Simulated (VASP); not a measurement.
# Mg12H (a cell with a defect) in VASP: single point with PBE

Aim: the single point of Mg12H (a cell with a defect) with PBE.

Program: VASP 6.6.1. These are calculated values, not measurements. Logs are shortened: lines on timing, memory, paths and dates and some standing lists are left out, and cuts for length are marked.

### Step 1. The cell of the first run

The cell holds a defect, 13 atoms: a = 6.420 Å, b = 9.630 Å, c = 5.213 Å, α = 90.00°, β = 90.00°, γ = 120.00°.

### Step 2. Single point, PBE

Contents of INCAR:

```
  PREC = Accurate
  ENCUT = 520
  EDIFF = 1E-6
  ISMEAR = -1
  SIGMA = 0.1
  LREAL = F
  LASPH = T
  NELM = 80
  ALGO = Normal
  ISIF = 2
  LWAVE = F
  LCHARG = F
  GGA = PE
  NBANDS = 24
```

Contents of KPOINTS:

```
regular mesh
0
Gamma
  3 2 3
```

Contents of POSCAR:

```
Mg12H
1.0
    6.4200000000      0.0000000000      0.0000000000
   -4.8150000000      8.3398250000      0.0000000000
    0.0000000000      0.0000000000      5.2130400000
Mg H
12 1
Direct
    0.0000000000      0.0000000000      0.0000000000
    0.1666667000      0.2222222000      0.5000000000
    0.0000000000      0.3333333000      0.0000000000
    0.1666667000      0.5555556000      0.5000000000
    0.0000000000      0.6666667000      0.0000000000
    0.1666667000      0.8888889000      0.5000000000
    0.5000000000      0.0000000000      0.0000000000
    0.6666667000      0.2222222000      0.5000000000
    0.5000000000      0.3333333000      0.0000000000
    0.6666667000      0.5555556000      0.5000000000
    0.5000000000      0.6666667000      0.0000000000
    0.6666667000      0.8888889000      0.5000000000
    0.3392843000      0.1134750000      0.2547381000
```

Potentials or basis: VASP PAW PBE potentials, release 64 (Mg, H).

The run is started by

```bash
$ cat potpaw_PBE.64/Mg/POTCAR potpaw_PBE.64/H/POTCAR > POTCAR
$ mpirun -np 1 vasp_std > vasp.out
```

OUTCAR:

```text
PREC = Accurate
   ENCUT = 520
   EDIFF = 1E-6
   ISMEAR = -1
   LREAL = F
   LASPH = T
   NELM = 80
   ISIF = 2
   GGA = PE

 ion  position               nearest neighbor table
   1  0.000  0.000  0.000-  12 3.20  12 3.20   2 3.20   2 3.20   6 3.20   6 3.20   5 3.21   3 3.21
                             9 3.21  11 3.21   7 3.21   7 3.21
   2  0.167  0.222  0.500-  13 2.26   9 3.20   9 3.20   1 3.20   1 3.20   3 3.20   3 3.20   6 3.21
                            12 3.21   8 3.21   8 3.21  10 3.21   4 3.21
   3  0.000  0.333  0.000-   8 3.20   8 3.20   2 3.20   2 3.20   4 3.20   4 3.20   1 3.21   7 3.21
                             9 3.21   9 3.21  11 3.21   5 3.21
   4  0.167  0.556  0.500-  11 3.20  11 3.20   5 3.20   5 3.20   3 3.20   3 3.20   6 3.21  12 3.21
                            10 3.21  10 3.21   8 3.21   2 3.21
   5  0.000  0.667  0.000-  10 3.20  10 3.20   6 3.20   6 3.20   4 3.20   4 3.20   1 3.21   7 3.21
                            11 3.21  11 3.21   9 3.21   3 3.21
   6  0.167  0.889  0.500-  13 2.27   7 3.20   7 3.20   5 3.20   5 3.20   1 3.20   1 3.20   2 3.21
                             4 3.21   8 3.21  10 3.21  12 3.21  12 3.21
   7  0.500  0.000  0.000-  13 2.27   6 3.20   6 3.20   8 3.20   8 3.20  12 3.20  12 3.20  11 3.21
                             9 3.21   3 3.21   5 3.21   1 3.21   1 3.21
   8  0.667  0.222  0.500-  13 2.22   3 3.20   3 3.20   7 3.20   7 3.20   9 3.20   9 3.20  12 3.21
                             6 3.21   2 3.21   2 3.21   4 3.21  10 3.21
   9  0.500  0.333  0.000-  13 2.26   2 3.20   2 3.20   8 3.20   8 3.20  10 3.20  10 3.20   7 3.21
                             1 3.21   3 3.21   3 3.21   5 3.21  11 3.21
  10  0.667  0.556  0.500-   5 3.20   5 3.20  11 3.20  11 3.20   9 3.20   9 3.20  12 3.21   6 3.21
                             4 3.21   4 3.21   2 3.21   8 3.21
  11  0.500  0.667  0.000-   4 3.20   4 3.20  12 3.20  12 3.20  10 3.20  10 3.20   7 3.21   1 3.21
                             5 3.21   5 3.21   3 3.21   9 3.21
  12  0.667  0.889  0.500-   1 3.20   1 3.20  11 3.20  11 3.20   7 3.20   7 3.20   8 3.21  10 3.21
                             2 3.21   4 3.21   6 3.21   6 3.21
  13  0.339  0.113  0.255-   8 2.22   2 2.26   9 2.26   6 2.27   7 2.27

  LATTYP: Found a simple monoclinic cell.
 ALAT       =     6.4200000000
 B/A-ratio  =     0.8120000000
 C/A-ratio  =     1.3228757108
 COS(beta)  =    -0.1889822286

  Lattice vectors:

 A1 = (   6.4200000000,   0.0000000000,   0.0000000000)
 A2 = (   0.0000000000,   0.0000000000,   5.2130400000)
 A3 = (  -1.6050000000,  -8.3398250000,   0.0000000000)

Analysis of symmetry for initial positions (statically):
=====================================================================
 Subroutine PRICEL returns:
 Original cell was already a primitive cell.

 Routine SETGRP: Setting up the symmetry group for a
 simple monoclinic supercell.

 Subroutine GETGRP returns: Found  1 space group operations
 (whereof  1 operations were pure point group operations)
 out of a pool of  4 trial point group operations.

The static configuration has the point symmetry C_1 .

Analysis of symmetry for dynamics (positions and initial velocities):
=====================================================================
 Subroutine PRICEL returns:
 Original cell was already a primitive cell.

 Routine SETGRP: Setting up the symmetry group for a
 simple monoclinic supercell.

 Subroutine GETGRP returns: Found  1 space group operations
 (whereof  1 operations were pure point group operations)
 out of a pool of  4 trial point group operations.

The dynamic configuration has the point symmetry C_1 .

 Subroutine INISYM returns: Found  1 space group operations
 (whereof  1 operations are pure point group operations),
 and found     1 'primitive' translations

----------------------------------------------------------------------------------------

                                     Primitive cell

  volume of cell :     279.1149

  direct lattice vectors                    reciprocal lattice vectors
     6.420000000  0.000000000  0.000000000     0.155763240  0.089929945  0.000000000
    -4.815000000  8.339825000  0.000000000     0.000000000  0.119906593  0.000000000
     0.000000000  0.000000000  5.213040000     0.000000000  0.000000000  0.191826650

  length of vectors
     6.420000000  9.630000313  5.213040000     0.179859895  0.119906593  0.191826650

[... 68 lines left out ...]
|                                                                             |
 -----------------------------------------------------------------------------

 Subroutine IBZKPT returns following result:
 ===========================================

 Found     10 irreducible k-points:

 Following reciprocal coordinates:
            Coordinates               Weight
  0.000000  0.000000  0.000000      1.000000
  0.333333  0.000000  0.000000      2.000000
  0.000000  0.500000  0.000000      1.000000
  0.333333  0.500000  0.000000      2.000000
  0.000000  0.000000  0.333333      2.000000
  0.333333  0.000000  0.333333      2.000000
 -0.333333  0.000000  0.333333      2.000000
  0.000000  0.500000  0.333333      2.000000
  0.333333  0.500000  0.333333      2.000000
 -0.333333  0.500000  0.333333      2.000000
   k-points           NKPTS =     10   k-points in BZ     NKDIM =     10   number of bands    NBANDS=     24
   number of dos      NEDOS =    301   number of ions     NIONS =     13
   total plane-waves  NPLWV = 138240
   dimension x,y,z NGX =    48 NGY =   72 NGZ =   40
   dimension x,y,z NGXF=    96 NGYF=  144 NGZF=   80
   ions per type =              12   1
   NGX,Y,Z   is equivalent  to a cutoff of  12.43, 12.43, 12.76 a.u.
   NGXF,Y,Z  is equivalent  to a cutoff of  24.86, 24.86, 25.51 a.u.
 SYSTEM =  unknown system
   PREC   = accura    normal or accurate (medium, high low for compatibility)
   ISTART =      0    job   : 0-new  1-cont  2-samecut
   ICHARG =      2    charge: 1-file 2-atom 10-const
   ISPIN  =      1    spin polarized calculation?
   LNONCOLLINEAR =      F non collinear calculations
   LSORBIT =      F    spin-orbit coupling
   LASPH  =      T    aspherical Exc in radial PAW
   ENCUT  =  520.0 eV  38.22 Ry    6.18 a.u.  11.94 17.91  9.69*2*pi/ulx,y,z
   NELM   =     80;   NELMIN=  2; NELMDL= -5     # of ELM steps
   EDIFF  = 0.1E-05   stopping-criterion for ELM
   LREAL  =      F    real-space projection
   EDIFFG = 0.1E-04   stopping-criterion for IOM
   NSW    =      0    number of steps for IOM
   IBRION =     -1    ionic relax: 0-MD 1-quasi-New 2-CG
   NFREE  =      0    steps in history (QN), initial steepest desc. (CG)
   ISIF   =      2    stress and relaxation
   ISYM   =      2    0-nonsym 1-usesym 2-fastsym
   POTIM  = 0.5000    time-step for ionic-motion
   TEBEG  =    0.0;   TEEND  =   0.0 temperature during run
   PSTRESS=    0.0 pullay stress
   NELECT =      25.0000    total number of electrons
   NUPDOWN=      -1.0000    fix difference up-down
   EMIN   =  10.00;   EMAX   =-10.00  energy-range for DOS
   EFERMI =   0.00;   METHOD = LEGACY
   ISMEAR =    -1;   SIGMA  =   0.10  broadening in eV -4-tet -1-fermi 0-gaus
   EFERMI_NEDOS =   21; number of points for ismear=-14 and -15
   IALGO  =     38    algorithm
   IMIX   =      4    mixing-type and parameters
     AMIX     =   0.40;   BMIX     =  1.00
     AMIX_MAG =   1.60;   BMIX_MAG =  1.00
  volume/ion in A,a.u.               =      21.47       144.89
  Fermi-wavevector in a.u.,A,eV,Ry     =   0.732477  1.384180  7.299827  0.536522
  Thomas-Fermi vector in A             =   1.824949
   LORBIT       =      0    0 simple, 1 ext, 2 COOP (PROOUT), +10 PAW based schemes
   GGA     = PE    functional components
   LHFCALC =     F    Hartree Fock is set to
   AEXX    =    0.0000 exact exchange contribution
   IVDW    =     0    specifies the selected vdW correction
   LEPSILON=     F    determine dielectric tensor
   LRPA    =     F    only Hartree local field effects (RPA)
 non-spin polarized calculation
  energy-cutoff  :      520.00
  volume of cell :      279.11
 maximum number of plane-waves:      7549
   NGX = 23   NGY = 35   NGZ = 19

 number of electron      25.0000000 magnetization

 Free energy of the ion-electron system (eV)
  ---------------------------------------------------
  ext. energy  EPLUGINS =         0.00000000
  ---------------------------------------------------
  free energy    TOTEN  =       -20.83459839 eV

  energy without entropy =      -20.59434842  energy(sigma->0) =      -20.71447341

 E-fermi :   2.5892     XC(G=0):  -8.5065

 val. band max:        2.5849189814   @ k =  -0.3333   0.5000   0.3333
 cond. band min:       2.6554675851   @ k =   0.0000   0.0000   0.0000
 fundamental gap:      0.0705486037
 Fermi energy:         2.5892189862

 k-point     1 :       0.0000    0.0000    0.0000
  band No.  band energies     occupation
      1      -4.7886      2.00000
      2      -2.9818      2.00000
      3      -2.1294      2.00000
      4      -1.2058      2.00000
      5      -0.5742      2.00000
      6       0.0197      2.00000
[... 259 lines left out ...]
     23       6.3152      0.00000
     24       6.3489      0.00000

------------------------ aborting loop because EDIFF is reached ----------------------------------------

  FORCE on cell =-STRESS in cart. coord.  units (eV):
  Direction    XX          YY          ZZ          XY          YZ          ZX
  --------------------------------------------------------------------------------------
  -------------------------------------------------------------------------------------
  Total       -0.4871783     -0.7587967     -1.3325814      0.2877824      0.0559754     -0.0332877
  in kB       -2.7965040     -4.3556504     -7.6492933      1.6519304      0.3213102     -0.1910784
  external PRESSURE =      -4.9338159 kB  Pullay stress =       0.0000000 kB

 VOLUME and BASIS-vectors are now :
 -----------------------------------------------------------------------------
  energy-cutoff  :      520.00
  volume of cell :      279.11
      direct lattice vectors                 reciprocal lattice vectors
     6.420000000  0.000000000  0.000000000     0.155763240  0.089929945  0.000000000
    -4.815000000  8.339825000  0.000000000     0.000000000  0.119906593  0.000000000
     0.000000000  0.000000000  5.213040000     0.000000000  0.000000000  0.191826650

 POSITION                                       TOTAL-FORCE (eV/Angst)
 -----------------------------------------------------------------------------------
      0.00000      0.00000      0.00000         0.036219      0.006443     -0.023987
      0.00000      1.85329      2.60652         0.037135     -0.002276      0.035969
     -1.60500      2.77994      0.00000         0.015920      0.018882      0.012327
     -1.60500      4.63324      2.60652         0.022018     -0.010918      0.011555
     -3.21000      5.55988      0.00000         0.020155      0.019833      0.037165
     -3.21000      7.41318      2.60652         0.012103      0.053622      0.018743
      3.21000      0.00000      0.00000        -0.032660      0.001871     -0.036118
      3.21000      1.85329      2.60652        -0.038522     -0.006746      0.029724
      1.60500      2.77994      0.00000        -0.011456     -0.047989     -0.018736
      1.60500      4.63324      2.60652        -0.022289     -0.015595     -0.032276
     -0.00000      5.55988      0.00000        -0.022665      0.008175     -0.011066
      0.00000      7.41318      2.60652        -0.004775     -0.016899     -0.012146
      1.63182      0.94636      1.32796        -0.011183     -0.008403     -0.011155
 -----------------------------------------------------------------------------------
    total drift:                               -0.000002     -0.000001      0.000029

  FREE ENERGIE OF THE ION-ELECTRON SYSTEM (eV)
  ---------------------------------------------------
  free  energy   TOTEN  =       -20.8345983921 eV

  energy  without entropy=      -20.5943484235  energy(sigma->0) =      -20.71447341
```

Run time: 2.2 min. Hardware: 1 thread of Intel Xeon 8259CL, shared host; peak memory 0.38 GiB.

Results:

```
Free energy   : -20.8346 eV
Pressure      : -0.5 GPa
Largest force : 0.058 eV/Å
```

Forces on the atoms (eV/Å):
```
Mg   0.036  0.006 -0.024
Mg   0.037 -0.002  0.036
Mg   0.016  0.019  0.012
Mg   0.022 -0.011  0.012
Mg   0.020  0.020  0.037
Mg   0.012  0.054  0.019
Mg  -0.033  0.002 -0.036
Mg  -0.039 -0.007  0.030
Mg  -0.011 -0.048 -0.019
Mg  -0.022 -0.016 -0.032
Mg  -0.023  0.008 -0.011
Mg  -0.005 -0.017 -0.012
H   -0.011 -0.008 -0.011
```

Caveat: the k points lie up to 0.40 Å⁻¹ apart.
